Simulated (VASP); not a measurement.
A run of VASP 6.6.1:

Contents of INCAR:

```
SYSTEM = Mg
  ALGO = Fast
  EDIFF = 1E-7
  ENCUT = 520
  GGA = PS
  ISIF = 2
  ISMEAR = 0
  LASPH = .TRUE.
  LCHARG = .FALSE.
  LREAL = .FALSE.
  LWAVE = .FALSE.
  NBANDS = 9
  NELM = 60
  PREC = Accurate
  SIGMA = 0.15
```

KPOINTS

```
k-points
0
G
  18 18 10
  0 0 0
```

POSCAR

```
Mg
1.0
    3.2092715325      0.0000000000      0.0000000000
   -1.6046357662      2.7793106748      0.0000000000
    0.0000000000      0.0000000000      5.2103300000
Mg
2
Direct
    0.3854645597      0.7048293730      0.2500000000
    0.6666666667      0.3333333333      0.7500000000
```

Potentials or basis: VASP PAW PBE potentials, release 64 (Mg).

The run is started by

```console
$ cat potpaw_PBE.64/Mg/POTCAR > POTCAR
$ mpirun -np 1 vasp_std > vasp.out
```

Hardware: 1 thread of Intel(R) Xeon(R) Platinum 8259CL CPU @ 2.50GHz (Skylake/Cascade Lake), with other jobs on the host.

How long does it take, and how much memory?

Run time: 2.7 min on 1 thread of Intel(R) Xeon(R) Platinum 8259CL CPU @ 2.50GHz (Skylake/Cascade Lake), with other jobs on the host, peak memory 0.48 GiB. Counts: scf iterations 10, k points 984.
